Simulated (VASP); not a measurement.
BAs, 2 atoms in the cell. The structure is cubic, space group F-43m (No. 216). The conventional cell has a = 4.777 Å, b = 4.777 Å, c = 4.777 Å, α = 90.00°, β = 90.00°, γ = 90.00°. Within 2.7 Å of B (site symmetry -43m) lie 4 As at 2.07 Å. As (site symmetry -43m) has 4 B at 2.07 Å within 2.7 Å. 

- Program: VASP 6.6.1
- Task: single point
- Functional: LDA
- Potentials or basis: VASP PAW LDA potentials, release 64 (B, As)
- Cutoff: 520 eV
- k mesh: 10 × 10 × 10
- Occupations: fermi-dirac, width 0.2 eV
- Spin: no spin polarisation
- Dipole correction: no
- Further INCAR settings: ALGO = Normal; EDIFF = 1e-06; NBANDS = 11

Potentials or basis: VASP PAW LDA potentials, release 64 (B, As).

The run is started by

```console
$ cat potpaw_LDA.64/B/POTCAR potpaw_LDA.64/As/POTCAR > POTCAR
$ mpirun -np 1 vasp_std > vasp.out
```

Hardware: 1 thread of Intel(R) Xeon(R) Platinum 8488C (Sapphire Rapids) (shared host).

Q: Estimate the wall time of this run.

A: Run time: 28 s on 1 thread of Intel(R) Xeon(R) Platinum 8488C (Sapphire Rapids) (shared host), peak memory 0.14 GiB. Counts: scf iterations 12, k points 47.
